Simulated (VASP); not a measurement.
# Ba (Fd-3m) in VASP: notebook

The runs below take Ba through single point, with PBE.

Program: VASP 6.6.1. These are calculated values, not measurements. Logs are shortened: lines on timing, memory, paths and dates and some standing lists are left out, and cuts for length are marked.

### Step 1. The cell of the first run

The structure is cubic, space group Fd-3m (No. 227). Conventional cell: a = 6.353 Å, b = 6.353 Å, c = 6.353 Å, α = 90.00°, β = 90.00°, γ = 90.00°. Within 3.6 Å of Ba (site symmetry -43m) lie 4 Ba at 2.75 Å.

This isn't the form of Ba at room conditions, which is bcc.

### Step 2. Single point, PBE

INCAR reads:

```
PREC = Accurate
ENCUT = 520
EDIFF = 1E-6
ISMEAR = 1
SIGMA = 0.05
LREAL = F
LASPH = T
NELM = 80
ALGO = Normal
ISIF = 2
LWAVE = F
LCHARG = T
GGA = PE
LELF = T
LVHAR = T
NBANDS = 17
```

KPOINTS reads:

```
Automatic mesh
0
Gamma
  9 9 9
```

POSCAR reads:

```
Ba
1.0
    0.0000000000      3.1764904928      3.1764904928
    3.1764904928      0.0000000000      3.1764904928
    3.1764904928      3.1764904928      0.0000000000
Ba
2
Direct
    0.0000000000      0.0000000000      0.0000000000
    0.2500000000      0.2500000000      0.2500000000
```

Potentials or basis: VASP PAW PBE potentials, release 64 (Ba_sv).

On the command line:

```bash
$ cat potpaw_PBE.64/Ba_sv/POTCAR > POTCAR
$ mpirun -np 1 vasp_std > vasp.out
```

OUTCAR:

```text
PREC = Accurate
   ENCUT = 520
   EDIFF = 1E-6
   ISMEAR = 1
   LREAL = F
   LASPH = T
   NELM = 80
   ISIF = 2
   GGA = PE

 ion  position               nearest neighbor table
   1  0.000  0.000  0.000-   2 2.75   2 2.75   2 2.75   2 2.75
   2  0.250  0.250  0.250-   1 2.75   1 2.75   1 2.75   1 2.75

  LATTYP: Found a face centered cubic cell.
 ALAT       =     6.3529809856

  Lattice vectors:

 A1 = (   0.0000000000,   3.1764904928,   3.1764904928)
 A2 = (   3.1764904928,   0.0000000000,   3.1764904928)
 A3 = (   3.1764904928,   3.1764904928,   0.0000000000)

Analysis of symmetry for initial positions (statically):
=====================================================================
 Subroutine PRICEL returns:
 Original cell was already a primitive cell.

 Routine SETGRP: Setting up the symmetry group for a
 face centered cubic supercell.

 Subroutine GETGRP returns: Found 48 space group operations
 (whereof 24 operations were pure point group operations)
 out of a pool of 48 trial point group operations.

The static configuration has the point symmetry T_d .
 The point group associated with its full space group is O_h .

Analysis of symmetry for dynamics (positions and initial velocities):
=====================================================================
 Subroutine PRICEL returns:
 Original cell was already a primitive cell.

 Routine SETGRP: Setting up the symmetry group for a
 face centered cubic supercell.

 Subroutine GETGRP returns: Found 48 space group operations
 (whereof 24 operations were pure point group operations)
 out of a pool of 48 trial point group operations.

The dynamic configuration has the point symmetry T_d .
 The point group associated with its full space group is O_h .

 Subroutine INISYM returns: Found 48 space group operations
 (whereof 24 operations are pure point group operations),
 and found     1 'primitive' translations

----------------------------------------------------------------------------------------

                                     Primitive cell

  volume of cell :      64.1022

  direct lattice vectors                    reciprocal lattice vectors
     0.000000000  3.176490493  3.176490493    -0.157406421  0.157406421  0.157406421
     3.176490493  0.000000000  3.176490493     0.157406421 -0.157406421  0.157406421
     3.176490493  3.176490493  0.000000000     0.157406421  0.157406421 -0.157406421

  length of vectors
     4.492235936  4.492235936  4.492235936     0.272635919  0.272635919  0.272635919

  position of ions in fractional coordinates (direct lattice)
     0.000000000  0.000000000  0.000000000
     0.250000000  0.250000000  0.250000000

  ion indices of the primitive-cell ions
   primitive index   ion index
                 1           1
                 2           2

----------------------------------------------------------------------------------------

 KPOINTS: Automatic mesh

Automatic generation of k-mesh.
 Grid dimensions read from file:
 generate k-points for:    9    9    9

 Generating k-lattice:

  Cartesian coordinates                     Fractional coordinates (reciprocal lattice)
    -0.017489602  0.017489602  0.017489602     0.111111111  0.000000000  0.000000000
     0.017489602 -0.017489602  0.017489602     0.000000000  0.111111111  0.000000000
     0.017489602  0.017489602 -0.017489602     0.000000000  0.000000000  0.111111111

  Length of vectors
     0.030292880  0.030292880  0.030292880

  Shift w.r.t. Gamma in fractional coordinates (k-lattice)
     0.000000000  0.000000000  0.000000000

 Subroutine IBZKPT returns following result:
 ===========================================

 Found     35 irreducible k-points:

 Following reciprocal coordinates:
            Coordinates               Weight
  0.000000  0.000000  0.000000      1.000000
  0.111111  0.000000  0.000000      8.000000
  0.222222  0.000000  0.000000      8.000000
  0.333333  0.000000  0.000000      8.000000
  0.444444  0.000000  0.000000      8.000000
  0.111111  0.111111  0.000000      6.000000
[... 16 lines left out ...]
 -0.333333  0.333333  0.000000     12.000000
  0.444444  0.444444  0.000000      6.000000
 [... further k-points ...]
   k-points           NKPTS =     35   k-points in BZ     NKDIM =     35   number of bands    NBANDS=     17
   number of dos      NEDOS =    301   number of ions     NIONS =      2
   total plane-waves  NPLWV =  46656
   dimension x,y,z NGX =    36 NGY =   36 NGZ =   36
   dimension x,y,z NGXF=    72 NGYF=   72 NGZF=   72
   ions per type =               2
   NGX,Y,Z   is equivalent  to a cutoff of  13.32, 13.32, 13.32 a.u.
   NGXF,Y,Z  is equivalent  to a cutoff of  26.65, 26.65, 26.65 a.u.
 SYSTEM =  unknown system
   PREC   = accura    normal or accurate (medium, high low for compatibility)
   ISTART =      0    job   : 0-new  1-cont  2-samecut
   ICHARG =      2    charge: 1-file 2-atom 10-const
   ISPIN  =      1    spin polarized calculation?
   LNONCOLLINEAR =      F non collinear calculations
   LSORBIT =      F    spin-orbit coupling
   LASPH  =      T    aspherical Exc in radial PAW
   ENCUT  =  520.0 eV  38.22 Ry    6.18 a.u.   8.35  8.35  8.35*2*pi/ulx,y,z
   NELM   =     80;   NELMIN=  2; NELMDL= -5     # of ELM steps
   EDIFF  = 0.1E-05   stopping-criterion for ELM
   LREAL  =      F    real-space projection
[... 7 lines left out ...]
   TEBEG  =    0.0;   TEEND  =   0.0 temperature during run
   PSTRESS=    0.0 pullay stress
   NELECT =      20.0000    total number of electrons
   NUPDOWN=      -1.0000    fix difference up-down
   EMIN   =  10.00;   EMAX   =-10.00  energy-range for DOS
   EFERMI =   0.00;   METHOD = LEGACY
   ISMEAR =     1;   SIGMA  =   0.05  broadening in eV -4-tet -1-fermi 0-gaus
   EFERMI_NEDOS =   21; number of points for ismear=-14 and -15
   IALGO  =     38    algorithm
   IMIX   =      4    mixing-type and parameters
     AMIX     =   0.40;   BMIX     =  1.00
     AMIX_MAG =   1.60;   BMIX_MAG =  1.00
  volume/ion in A,a.u.               =      32.05       216.29
  Fermi-wavevector in a.u.,A,eV,Ry     =   1.110352  2.098261 16.774366  1.232881
  Thomas-Fermi vector in A             =   2.246902
   LORBIT       =      0    0 simple, 1 ext, 2 COOP (PROOUT), +10 PAW based schemes
   GGA     = PE    functional components
   LHFCALC =     F    Hartree Fock is set to
   AEXX    =    0.0000 exact exchange contribution
   IVDW    =     0    specifies the selected vdW correction
   LEPSILON=     F    determine dielectric tensor
   LRPA    =     F    only Hartree local field effects (RPA)
 non-spin polarized calculation
 Methfessel and Paxton  Order N= 1 SIGMA  =   0.05
  energy-cutoff  :      520.00
  volume of cell :       64.10
 maximum number of plane-waves:      1759
 NGX is ok and might be reduce to    36
   NGX = 17   NGY = 17   NGZ = 17

 number of electron      20.0000001 magnetization

 Free energy of the ion-electron system (eV)
  ---------------------------------------------------
  ext. energy  EPLUGINS =         0.00000000
  ---------------------------------------------------
  free energy    TOTEN  =         1.13493113 eV

  energy without entropy =        1.13586732  energy(sigma->0) =        1.13524319

 E-fermi :   3.9663     XC(G=0):  -9.7449

 val. band max:        3.9654053771   @ k =   0.3333   0.2222   0.0000
 cond. band min:       3.9749167021   @ k =  -0.2222   0.1111   0.0000
 fundamental gap:      0.0095113250
 Fermi energy:         3.9662999040

 k-point     1 :       0.0000    0.0000    0.0000
  band No.  band energies     occupation
      1     -25.9420      2.00000
      2     -22.5680      2.00000
      3     -11.4243      2.00000
      4     -11.4243      2.00000
      5     -11.4243      2.00000
      6      -8.3648      2.00000
[... 9 lines left out ...]
     16      10.6360      0.00000
     17      10.6360      0.00000

 k-point     2 :       0.1111    0.0000    0.0000
  band No.  band energies     occupation
      1     -25.8825      2.00000
      2     -22.6718      2.00000
      3     -11.4877      2.00000
      4     -11.4877      2.00000
      5     -11.4160      2.00000
      6      -8.2803      2.00000
[... 9 lines left out ...]
     16      10.2936      0.00000
     17      10.2936      0.00000

 k-point     3 :       0.2222    0.0000    0.0000
  band No.  band energies     occupation
      1     -25.7148      2.00000
      2     -22.9486      2.00000
      3     -11.6334      2.00000
      4     -11.6334      2.00000
      5     -11.4165      2.00000
      6      -8.0263      2.00000
[... 9 lines left out ...]
     16       9.7934      0.00000
     17       9.7934      0.00000

 k-point     4 :       0.3333    0.0000    0.0000
  band No.  band energies     occupation
      1     -25.4795      2.00000
      2     -23.3033      2.00000
      3     -11.7793      2.00000
      4     -11.7793      2.00000
      5     -11.4471      2.00000
      6      -7.7759      2.00000
[... 9 lines left out ...]
     16      10.5414      0.00000
     17      10.5414      0.00000
[... 343 lines left out ...]
      1     -24.7888      2.00000
      2     -24.1681      2.00000
      3     -12.4636      2.00000
      4     -12.2189      2.00000
      5     -10.0143      2.00000
      6      -8.9849      2.00000
[... 9 lines left out ...]
     16       9.6967      0.00000
     17      10.5580      0.00000

 k-point    23 :      -0.3333    0.3333    0.0000
  band No.  band energies     occupation
      1     -24.8775      2.00000
      2     -24.0687      2.00000
      3     -12.5166      2.00000
      4     -12.1134      2.00000
      5     -10.2239      2.00000
      6      -8.6471      2.00000
[... 9 lines left out ...]
     16       8.6521      0.00000
     17      10.0691      0.00000

 k-point    24 :       0.4444    0.4444    0.0000
  band No.  band energies     occupation
      1     -24.7623      2.00000
      2     -24.1976      2.00000
      3     -12.3228      2.00000
      4     -12.3228      2.00000
      5      -9.8404      2.00000
      6      -9.4040      2.00000
[... 9 lines left out ...]
     16      10.6091      0.00000
     17      11.5079      0.00000

 [... further k-points ...]

------------------------ aborting loop because EDIFF is reached ----------------------------------------

  FORCE on cell =-STRESS in cart. coord.  units (eV):
  Direction    XX          YY          ZZ          XY          YZ          ZX
  --------------------------------------------------------------------------------------
  -------------------------------------------------------------------------------------
  Total       14.0186536     14.0186536     14.0186536      0.0000000      0.0000000      0.0000000
  in kB      350.3839570    350.3839570    350.3839570      0.0000000      0.0000000      0.0000000
  external PRESSURE =     350.3839570 kB  Pullay stress =       0.0000000 kB

 VOLUME and BASIS-vectors are now :
 -----------------------------------------------------------------------------
  energy-cutoff  :      520.00
  volume of cell :       64.10
      direct lattice vectors                 reciprocal lattice vectors
     0.000000000  3.176490493  3.176490493    -0.157406421  0.157406421  0.157406421
     3.176490493  0.000000000  3.176490493     0.157406421 -0.157406421  0.157406421
     3.176490493  3.176490493  0.000000000     0.157406421  0.157406421 -0.157406421

 POSITION                                       TOTAL-FORCE (eV/Angst)
 -----------------------------------------------------------------------------------
      0.00000      0.00000      0.00000        -0.000000     -0.000000      0.000000
      1.58825      1.58825      1.58825         0.000000      0.000000     -0.000000
 -----------------------------------------------------------------------------------
    total drift:                                0.000000      0.000000      0.000000

  FREE ENERGIE OF THE ION-ELECTRON SYSTEM (eV)
  ---------------------------------------------------
  free  energy   TOTEN  =         1.1349311276 eV

  energy  without entropy=        1.1358673213  energy(sigma->0) =        1.13524319
```

Run time: 21 s. Hardware: 1 thread of AMD EPYC 9R45 (Zen 5), shared host; peak memory 0.18 GiB.

What came out:

```yaml
Free_energy: 1.1349 eV
Pressure: 35.0 GPa
Band_gap_on_the_k_mesh: zero (bands 10 and 11 overlap by 0.61 eV)
```

Levels at points of the mesh, in eV from the Fermi level:
```tsv
k point	band 7	band 8	band 9	band 10	band 11	band 12	band 13	band 14
(0.00, 0.00, 0.00)	-12.33	-12.33	-1.57	-0.04	-0.04	2.64	2.64	2.64
```

Caveat: the cell stands under pressure; spin-orbit coupling is left out, which moves the levels of the heavy elements.

### Step 3. Single point, PBE

This run uses another cell than the first one, of 34.96 Å³/atom.

INCAR reads:

```
  ALGO = Normal
  EDIFF = 1E-6
  ENCUT = 520
  GGA = PE
  ISIF = 2
  ISMEAR = 1
  LASPH = T
  LCHARG = T
  LELF = T
  LREAL = F
  LVHAR = T
  LWAVE = F
  NBANDS = 17
  NELM = 100
  PREC = Accurate
  SIGMA = 0.05
```

KPOINTS reads:

```
k-points
0
Gamma
  9 9 9
```

POSCAR reads:

```
Ba
1.0
    0.0000000000      3.2698654188      3.2698654188
    3.2698654188      0.0000000000      3.2698654188
    3.2698654188      3.2698654188      0.0000000000
Ba
2
Direct
    0.0000000000      0.0000000000      0.0000000000
    0.2500000000      0.2500000000      0.2500000000
```

Potentials or basis: VASP PAW PBE potentials, release 64 (Ba_sv).

On the command line:

```bash
$ cat potpaw_PBE.64/Ba_sv/POTCAR > POTCAR
$ mpirun -np 1 vasp_std > vasp.out
```

Wall time 22 s (1 thread of AMD EPYC 9R45 (Zen 5), shared host); peak memory 0.18 GiB.

The run converged. Its results:

* Free energy: 0.0833 eV
* Pressure: 23.5 GPa
* Band gap on the k mesh: zero (bands 10 and 11 overlap by 0.51 eV)

Levels at points of the mesh, in eV from the Fermi level:
| k point | band 8 | band 9 | band 10 | band 11 | band 12 | band 13 |
| --- | --- | --- | --- | --- | --- | --- |
| (0.00, 0.00, 0.00) | -12.56 | -1.68 | 0.00 | 0.00 | 2.40 | 2.40 |

Caveat: the cell stands under pressure; spin-orbit coupling is left out, which moves the levels of the heavy elements.
